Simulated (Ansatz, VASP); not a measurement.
**Two plane-wave programs on SiO2**

```xyz
24
Lattice="7.1600 0.0000 0.0000 0.0000 7.1600 0.0000 0.0000 0.0000 7.1600" Properties=species:S:1:pos:R:3 pbc="T T T"
Si    2.0099    2.0099    2.0099
Si    1.5701    5.1501    5.5899
Si    5.5899    1.5701    5.1501
Si    5.1501    5.5899    1.5701
Si    7.3074    7.3074    7.3074
Si    3.4326   -0.1474    3.7274
Si    3.7274    3.4326   -0.1474
Si   -0.1474    3.7274    3.4326
O     1.0779    1.0779    1.0779
O     2.5021    6.0821    4.6579
O     4.6579    2.5021    6.0821
O     6.0821    4.6579    2.5021
O     4.5811    4.7369    0.3110
O     6.1589    2.4231    3.8910
O     1.0011    6.0031    6.8490
O     2.5789    1.1569    3.2690
O     0.3110    4.5811    4.7369
O     3.8910    6.1589    2.4231
O     6.8490    1.0011    6.0031
O     3.2690    2.5789    1.1569
O     4.7369    0.3110    4.5811
O     2.4231    3.8910    6.1589
O     6.0031    6.8490    1.0011
O     1.1569    3.2690    2.5789
```

Alike in both runs: functional PBE; k mesh 3 × 3 × 3; occupations fermi-dirac, width 0.02 eV; no spin polarisation.

Ansatz relaxed the structure, and its values are those at the end. VASP's run is a single point on that final structure, the one shown.

|  | VASP | Ansatz |
| --- | --- | --- |
| version | VASP 6.6.1 | Ansatz 0.2.0 |
| potentials or method | VASP PAW PBE potentials, release 64 (Si, O) | plane-wave PAW, scalar-relativistic |
| plane-wave cutoff (eV) | 520 | 420 |
| valence electrons in the cell | 128 | 128 |

Ansatz gave:

```
gap on the k mesh at the Fermi level (eV) : 5.68
pressure (GPa)                            : 0.8
rms of the force components (eV/Å)        : 0.011
```

**Question.** What did VASP give for the same quantities?

**Answer.** gap on the k mesh at the Fermi level (eV): 5.68; pressure (GPa): 0.9; rms of the force components (eV/Å): 0.010.

With one functional, cell and mesh, what is left measures potentials, basis and numerics. Ansatz's warnings: stress scf threshold loose.
